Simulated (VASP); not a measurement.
# H3CCl in VASP: a series of runs

The runs below take H3CCl through single point, with PBE+D3(BJ).

Everything below comes from runs of VASP 6.6.1. Logs are shortened: lines on timing, memory, paths and dates and some standing lists are left out, and cuts for length are marked.

## 1. The cell of the first run

The cell holds a disordered packing, 40 atoms: a = 9.029 Å, b = 9.029 Å, c = 9.029 Å, α = 90.00°, β = 90.00°, γ = 90.00°.

## 2. Single point, PBE+D3(BJ)

INCAR reads:

```
SYSTEM = H3CCl
PREC = Accurate
ENCUT = 520
EDIFF = 1E-6
ISMEAR = -1
SIGMA = 0.05
LREAL = Auto
LASPH = .TRUE.
NELM = 80
ALGO = Normal
ISIF = 2
LWAVE = .FALSE.
LCHARG = .FALSE.
GGA = PE
IVDW = 12
NBANDS = 82
```

KPOINTS reads:

```
regular mesh
0
G
  1 1 1
  0 0 0
```

POSCAR reads:

```
H3CCl
1.0
    9.0287150000      0.0000000000      0.0000000000
    0.0000000000      9.0287150000      0.0000000000
    0.0000000000      0.0000000000      9.0287150000
C Cl H
8 8 24
Direct
    0.6338568388      0.2656378363      0.2992288272
    0.9367855964      0.9314406274      0.7748724508
    0.8688721546      0.8122776259      0.3742054341
    0.2453370287      0.2067955671      0.9932585449
    0.8268853702      0.4047891595      0.8283545525
    0.4924388168      0.6025296706      0.6767436938
    0.1843634767      0.5410168132      0.2638904182
    0.5183101879      0.8544641762      0.0313643150
    0.5891409801      0.1984781837      0.4818616441
    0.9293097021      0.9598782043      0.9722814561
    1.0382717428      0.9157878127      0.3631457837
    0.2392063105      0.3750835231      0.8874650480
    0.7930547878      0.5412247169      0.9688595894
    0.5435207657      0.7918841158      0.6411338830
    0.1969383229      0.4299107874      0.4294024528
    0.4935190563      0.8488971887      0.2289339242
    0.6621181695      0.3836212734      0.3070727249
    0.7283751514      0.2025549204      0.2568493627
    0.5362915295      0.2500492395      0.2272581128
    1.0237306328      0.8504116071      0.7521679269
    0.8290715979      0.8898871169      0.7382913236
    0.9626531448      1.0373752695      0.7218484862
    0.7837959980      0.8820080304      0.4261167009
    0.8349241906      0.7809160781      0.2613757315
    0.8895611405      0.7134596017      0.4412512574
    0.1826962632      0.1219473234      0.9339847873
    0.3613485660      0.1743570037      1.0054644852
    0.1950150532      0.2263843416      1.1019766871
    0.7430477225      0.3179778245      0.8377862754
    0.8198120711      0.4588794310      0.7201427226
    0.9381655472      0.3604934622      0.8455889637
    0.3812928755      0.5848901406      0.6317290678
    0.5719648779      0.5298810319      0.6211263535
    0.4951840053      0.5831593648      0.7965019821
    0.2769558159      0.6201491587      0.2629095263
    0.1898253143      0.4676166712      0.1673864980
    0.0786393897      0.5999938379      0.2653086546
    0.4467839483      0.9408830349     -0.0142446093
    0.6346146857      0.8785504428      0.0080631918
    0.4874319708      0.7467513852     -0.0141659309
```

Potentials or basis: VASP PAW PBE potentials, release 64 (C, Cl, H).

Started as:

```bash
cat potpaw_PBE.64/C/POTCAR potpaw_PBE.64/Cl/POTCAR potpaw_PBE.64/H/POTCAR > POTCAR
mpirun -np 1 vasp_gam > vasp.out
```

OUTCAR:

```text
SYSTEM = H3CCl
   PREC = Accurate
   ENCUT = 520
   EDIFF = 1E-6
   ISMEAR = -1
   LREAL = Auto
   LASPH = .TRUE.
   NELM = 80
   ISIF = 2
   GGA = PE
   IVDW = 12
 IVDW          = 12

 ion  position               nearest neighbor table
   1  0.634  0.266  0.299-  18 1.10  17 1.10  19 1.10   9 1.80
   2  0.937  0.931  0.775-  20 1.09  21 1.09  22 1.09  10 1.80
   3  0.869  0.812  0.374-  25 1.09  23 1.10  24 1.10  11 1.80
   4  0.245  0.207  0.993-  26 1.09  27 1.09  28 1.10  12 1.80
   5  0.827  0.405  0.828-  31 1.09  29 1.09  30 1.09  13 1.79
   6  0.492  0.603  0.677-  32 1.09  33 1.09  34 1.10  14 1.80
   7  0.184  0.541  0.264-  37 1.09  36 1.10  35 1.10  15 1.80
   8  0.518  0.854  0.031-  40 1.09  39 1.09  38 1.09  16 1.80
   9  0.589  0.198  0.482-   1 1.80
  10  0.929  0.960  0.972-   2 1.80
  11  0.038  0.916  0.363-   3 1.80
  12  0.239  0.375  0.887-   4 1.80
  13  0.793  0.541  0.969-   5 1.79
  14  0.544  0.792  0.641-   6 1.80
[... 24 lines left out ...]
  39  0.635  0.879  0.008-   8 1.09
  40  0.487  0.747  0.986-   8 1.09

  LATTYP: Found a simple cubic cell.
 ALAT       =     9.0287150000

  Lattice vectors:

 A1 = (   9.0287150000,   0.0000000000,   0.0000000000)
 A2 = (   0.0000000000,   9.0287150000,   0.0000000000)
 A3 = (   0.0000000000,   0.0000000000,   9.0287150000)

Analysis of symmetry for initial positions (statically):
=====================================================================
 Subroutine PRICEL returns:
 Original cell was already a primitive cell.

 Routine SETGRP: Setting up the symmetry group for a
 simple cubic supercell.

 Subroutine GETGRP returns: Found  1 space group operations
 (whereof  1 operations were pure point group operations)
 out of a pool of 48 trial point group operations.

The static configuration has the point symmetry C_1 .

Analysis of symmetry for dynamics (positions and initial velocities):
=====================================================================
 Subroutine PRICEL returns:
 Original cell was already a primitive cell.

 Routine SETGRP: Setting up the symmetry group for a
 simple cubic supercell.

 Subroutine GETGRP returns: Found  1 space group operations
 (whereof  1 operations were pure point group operations)
 out of a pool of 48 trial point group operations.

The dynamic configuration has the point symmetry C_1 .

 Subroutine INISYM returns: Found  1 space group operations
 (whereof  1 operations are pure point group operations),
 and found     1 'primitive' translations

----------------------------------------------------------------------------------------

                                     Primitive cell

  volume of cell :     736.0000

  direct lattice vectors                    reciprocal lattice vectors
     9.028715000  0.000000000  0.000000000     0.110757732  0.000000000  0.000000000
     0.000000000  9.028715000  0.000000000     0.000000000  0.110757732  0.000000000
     0.000000000  0.000000000  9.028715000     0.000000000  0.000000000  0.110757732

  length of vectors
     9.028715000  9.028715000  9.028715000     0.110757732  0.110757732  0.110757732

  position of ions in fractional coordinates (direct lattice)
     0.633856839  0.265637836  0.299228827
     0.936785596  0.931440627  0.774872451
     0.868872155  0.812277626  0.374205434
     0.245337029  0.206795567  0.993258545
     0.826885370  0.404789159  0.828354553
     0.492438817  0.602529671  0.676743694
[... 32 lines left out ...]
     0.634614686  0.878550443  0.008063192
     0.487431971  0.746751385  0.985834069

  ion indices of the primitive-cell ions
   primitive index   ion index
                 1           1
                 2           2
                 3           3
                 4           4
                 5           5
                 6           6
[... 32 lines left out ...]
                39          39
                40          40

----------------------------------------------------------------------------------------

 KPOINTS: regular mesh

Automatic generation of k-mesh.
[... 45 lines left out ...]
   TEBEG  =    0.0;   TEEND  =   0.0 temperature during run
   PSTRESS=    0.0 pullay stress
   NELECT =     112.0000    total number of electrons
   NUPDOWN=      -1.0000    fix difference up-down
   EMIN   =  10.00;   EMAX   =-10.00  energy-range for DOS
   EFERMI =   0.00;   METHOD = LEGACY
   ISMEAR =    -1;   SIGMA  =   0.05  broadening in eV -4-tet -1-fermi 0-gaus
   EFERMI_NEDOS =   21; number of points for ismear=-14 and -15
   IALGO  =     38    algorithm
   IMIX   =      4    mixing-type and parameters
     AMIX     =   0.40;   BMIX     =  1.00
     AMIX_MAG =   1.60;   BMIX_MAG =  1.00
  volume/ion in A,a.u.               =      18.40       124.17
  Fermi-wavevector in a.u.,A,eV,Ry     =   0.874020  1.651659 10.393649  0.763912
  Thomas-Fermi vector in A             =   1.993493
   LORBIT       =      0    0 simple, 1 ext, 2 COOP (PROOUT), +10 PAW based schemes
   GGA     = PE    functional components
   LHFCALC =     F    Hartree Fock is set to
   AEXX    =    0.0000 exact exchange contribution
   IVDW    =    12    specifies the selected vdW correction
   LEPSILON=     F    determine dielectric tensor
   LRPA    =     F    only Hartree local field effects (RPA)
 non-spin polarized calculation
  energy-cutoff  :      520.00
  volume of cell :      736.00
 maximum number of plane-waves:      9919
 NGX is ok and might be reduce to    70
   NGX = 33   NGY = 33   NGZ = 33

 number of electron     112.0000002 magnetization

 Free energy of the ion-electron system (eV)
  ---------------------------------------------------
  ext. energy  EPLUGINS =         0.00000000
  ---------------------------------------------------
  free energy    TOTEN  =      -179.92183875 eV

  energy without entropy =     -179.92183875  energy(sigma->0) =     -179.92183875

 E-fermi :  -2.2962     XC(G=0):  -5.8699

 val. band max:       -3.5538472375   @ k =   0.0000   0.0000   0.0000
 cond. band min:       1.8706959272   @ k =   0.0000   0.0000   0.0000
 fundamental gap:      5.4245431647
 Fermi energy:        -2.2961978595

 k-point     1 :       0.0000    0.0000    0.0000
  band No.  band energies     occupation
      1     -18.3148      2.00000
      2     -18.1444      2.00000
      3     -18.0963      2.00000
      4     -18.0364      2.00000
      5     -17.9468      2.00000
      6     -17.9209      2.00000
[... 60 lines left out ...]
     67       3.5556      0.00000
     68       3.7821      0.00000
 [bands above 68 left out]

------------------------ aborting loop because EDIFF is reached ----------------------------------------

 Edisp (eV)   -1.69473

 E8    (eV) :    -0.4396

  FORCE on cell =-STRESS in cart. coord.  units (eV):
  Direction    XX          YY          ZZ          XY          YZ          ZX
  --------------------------------------------------------------------------------------
  -------------------------------------------------------------------------------------
  Total      -1.58647    -2.37914    -4.13237    -0.10475     0.61881     0.17506
  in kB      -3.45354    -5.17907    -8.99565    -0.22804     1.34706     0.38109
  external pressure =       -5.88 kB  Pullay stress =        0.00 kB

 VOLUME and BASIS-vectors are now :
 -----------------------------------------------------------------------------
  energy-cutoff  :      520.00
  volume of cell :      736.00
      direct lattice vectors                 reciprocal lattice vectors
     9.028715000  0.000000000  0.000000000     0.110757732  0.000000000  0.000000000
     0.000000000  9.028715000  0.000000000     0.000000000  0.110757732  0.000000000
     0.000000000  0.000000000  9.028715000     0.000000000  0.000000000  0.110757732

 POSITION                                       TOTAL-FORCE (eV/Angst)
 -----------------------------------------------------------------------------------
      5.72291      2.39837      2.70165        -0.185134      0.001528      0.007439
      8.45797      8.40971      6.99610        -0.015731      0.028731      0.072581
      7.84480      7.33382      3.37859        -0.080557      0.080170     -0.139905
      2.21508      1.86710      8.96785         0.009937      0.078948     -0.000641
      7.46571      3.65473      7.47898         0.000393      0.065389      0.041392
      4.44609      5.44007      6.11013         0.016772      0.067434     -0.005588
[... 32 lines left out ...]
      5.72976      7.93218      0.07280         0.023204     -0.006193      0.001972
      4.40088      6.74221      8.90081        -0.000323     -0.018741      0.025661
 -----------------------------------------------------------------------------------
    total drift:                                0.012080      0.000622     -0.005314

  FREE ENERGIE OF THE ION-ELECTRON SYSTEM (eV)
  ---------------------------------------------------
  free  energy   TOTEN  =      -181.6165654907 eV

  energy  without entropy=     -181.6165654906  energy(sigma->0) =     -181.61656549
```

Run time: 92 s. Hardware: 1 thread of AMD EPYC 7R13 (Zen 3), shared host; peak memory 0.62 GiB.

Results:

| Quantity | Value |
| --- | --- |
| Free energy | -181.6166 eV |
| Pressure | -0.6 GPa |
| Largest force | 0.319 eV/Å |
| Band gap on the k mesh | 5.42 eV |
| Dispersion energy per atom | -0.042 eV |

Forces on the atoms (eV/Å):
```
C   -0.185  0.002  0.007
C   -0.016  0.029  0.073
C   -0.081  0.080 -0.140
C    0.010  0.079 -0.001
C    0.000  0.065  0.041
C    0.017  0.067 -0.006
C    0.102 -0.005  0.065
C   -0.034 -0.018  0.069
Cl   0.104  0.117 -0.237
Cl  -0.002 -0.007 -0.118
Cl  -0.098  0.014  0.024
Cl   0.012 -0.098  0.045
Cl   0.003 -0.071 -0.054
Cl  -0.055 -0.087  0.035
Cl  -0.034  0.091 -0.195
Cl   0.004  0.019 -0.090
H   -0.052 -0.122  0.006
H   -0.032 -0.015  0.045
H    0.212  0.020  0.238
H    0.027 -0.019 -0.001
H   -0.017  0.000  0.012
H   -0.014 -0.027 -0.005
H    0.103 -0.097 -0.100
H    0.069  0.089  0.204
H   -0.016 -0.015  0.024
H    0.007 -0.006  0.004
H    0.023  0.018  0.009
H    0.028  0.001 -0.043
H   -0.011 -0.019  0.005
H   -0.007 -0.002  0.009
H    0.015 -0.018  0.005
H    0.044 -0.015  0.013
H   -0.038  0.022 -0.028
H   -0.001  0.029 -0.083
H   -0.144 -0.115  0.040
H    0.013  0.059  0.090
H    0.034 -0.005  0.006
H   -0.015 -0.015  0.004
H    0.023 -0.006  0.002
H    0.000 -0.019  0.026
```

Stress tensor (GPa, compression positive):
```
-0.35 -0.02  0.04
-0.02 -0.52  0.13
 0.04  0.13 -0.90
```

Levels at points of the mesh, in eV from the valence-band top:
| k point | band 53 | band 54 | band 55 | band 56 | band 57 | band 58 | band 59 | band 60 |
| --- | --- | --- | --- | --- | --- | --- | --- | --- |
| (0.00, 0.00, 0.00) | -0.21 | -0.09 | -0.08 | 0.00 | 5.42 | 5.73 | 5.78 | 6.04 |

Caveat: the k points lie up to 0.70 Å⁻¹ apart.

(Continued in part 2 of 2.)
